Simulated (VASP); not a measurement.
Os3Au:

```xyz
4
Lattice="2.9348 0.0000 0.0000 0.0000 4.1030 0.0000 0.0000 0.0000 5.7512" Properties=species:S:1:pos:R:3 pbc="T T T"
Os    0.0000    0.0000    2.8756
Os    1.4674    2.0515    4.3360
Os    1.4674    2.0515    1.4152
Au    0.0000    0.0000    0.0000
```

- Program: VASP 6.6.1
- Task: relaxation of cell and atoms
- Functional: PBE
- Potentials or basis: VASP PAW PBE potentials, release 64 (Os, Au)
- Cutoff: 600 eV
- k mesh: 7 × 5 × 4
- Occupations: gaussian, width 0.2 eV
- Spin: no spin polarisation

At the start: pressure -32.6 GPa; volume 17.31 Å³/atom.

Question: Where does the relaxation end?

Answer: Over 12 steps the energy falls by 325.7 meV/atom and the volume is 15.09 Å³/atom (-12.8 %); space group Pmmm (No. 47, to 0.05 Å).

The path:
| step | energy change (eV) | largest force (eV/Å) | pressure (GPa) | volume (Å³) |
| --- | --- | --- | --- | --- |
| 1 | 0.0000 | 1.2844 | -32.57 | 69.25 |
| 2 | 14.6914 | 2.0460 | 374.45 | 39.62 |
| 3 | -1.1017 | 1.5050 | -6.17 | 61.07 |
| 4 | -1.1252 | 1.5096 | -2.69 | 60.38 |
| 5 | -1.1331 | 1.5109 | 1.08 | 59.67 |
| 6 | -1.2613 | 0.4735 | 2.40 | 59.54 |
| 7 | -1.2736 | 0.0215 | 3.74 | 59.49 |
| 8 | -1.2498 | 0.2346 | -8.80 | 62.24 |
| 9 | -1.2939 | 0.0572 | -1.64 | 60.56 |
| 10 | -1.3002 | 0.0890 | 1.13 | 60.15 |
| 11 | -1.3020 | 0.0789 | 0.21 | 60.28 |
| 12 | -1.3027 | 0.0179 | -0.02 | 60.36 |

Final structure:
```cif
data_structure
_symmetry_space_group_name_H-M 'P 1'
_symmetry_Int_Tables_number 1
_cell_length_a 2.7709
_cell_length_b 3.9005
_cell_length_c 5.5851
_cell_angle_alpha 90.000
_cell_angle_beta 90.000
_cell_angle_gamma 90.000
_cell_volume 60.36
loop_
_atom_site_label
_atom_site_type_symbol
_atom_site_fract_x
_atom_site_fract_y
_atom_site_fract_z
_atom_site_occupancy
Os1 Os 0.00000 0.00000 0.50000 1
Os2 Os 0.50000 0.50000 0.73153 1
Os3 Os 0.50000 0.50000 0.26847 1
Au1 Au 0.00000 0.00000 0.00000 1
```

Caveat: the relaxation stopped at a loose force limit of 0.08 eV/Å, so its end isn't a converged minimum.
